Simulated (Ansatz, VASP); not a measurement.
# SiSe: VASP beside Ansatz

File POSCAR:

```
SiSe
1.0
    3.6425106886      0.0000000000      0.0000000000
   -1.8212553443      3.1545021986      0.0000000000
    0.0000000000      0.0000000000      3.6460871413
Si Se
1 1
Direct
    0.6666700000      0.3333300000      0.5000000000
    0.0000000000      0.0000000000      0.0000000000
```

INCAR.step1

```
SYSTEM = SiSe
PREC = Accurate
ENCUT = 520
EDIFF = 1E-5
ISMEAR = -1
SIGMA = 0.05
LREAL = .FALSE.
LASPH = .TRUE.
NELM = 60
ALGO = Normal
ISIF = 2
LWAVE = .TRUE.
LCHARG = .FALSE.
NBANDS = 12
GGA = PE
```

Contents of INCAR.step2:

```
SYSTEM = SiSe
PREC = Accurate
ENCUT = 520
EDIFF = 1E-6
ISMEAR = -1
SIGMA = 0.05
LREAL = .FALSE.
LASPH = .TRUE.
NELM = 60
ALGO = Normal
ISIF = 2
LWAVE = .FALSE.
LCHARG = .FALSE.
METAGGA = R2SCAN
LHFCALC = .TRUE.
AEXX = 0.25
LMIXTAU = .TRUE.
PRECFOCK = Normal
NBANDS = 12
ISTART = 1
```

File KPOINTS:

```
Automatic mesh
0
G
  5 5 4
  0 0 0
```

input.yaml

```yaml
crystal:
  lattice:
    - [3.6425106886, 0.0, 0.0]
    - [-1.8212553443, 3.1545021986, 0.0]
    - [0.0, 0.0, 3.6460871413]
  atoms:
    - { symbol: Si, position: [0.66667, 0.33333, 0.5] }
    - { symbol: Se, position: [0.0, 0.0, 0.0] }
hamiltonian:
  xc: r2scan0
  pseudopotentials: { kind: paw }
kpoints:
  mp_grid: { grid: [5, 5, 4] }
scf:
  occupations: { method: fermi_dirac, width: 0.05 }
output:
  forces: true
  stress: true
  eigenvalues: true
```

Alike in both runs: task single point; functional r2SCAN0; k mesh 5 × 5 × 4; occupations fermi-dirac, width 0.05 eV; no spin polarisation.

```csv
,VASP,Ansatz
version,VASP 6.6.1,Ansatz 0.2.0
potentials or method,"VASP PAW PBE potentials, release 64 (Si, Se)",Ansatz PAW
plane-wave cutoff (eV),520,500
valence electrons in the cell,10,20
```

|  | VASP | Ansatz | Ansatz less VASP |
| --- | --- | --- | --- |
| gap on the k mesh at the Fermi level (eV) | none | none | - |
| pressure (GPa) | -5.3 | -5.0 | +0.34 |
| traceless stress, the component that is largest in VASP (GPa) | -1.21 | -1.15 | +0.055 |

VASP's potentials were made for PBE, not for r2SCAN0. A gap of «none» marks a metal or a gap that the smearing closes. VASP's potentials hold 10 valence electrons a cell and Ansatz's 20, so a difference there can come from the potentials and not from the codes.

The k mesh is coarse, so the values compare programs but aren't converged.
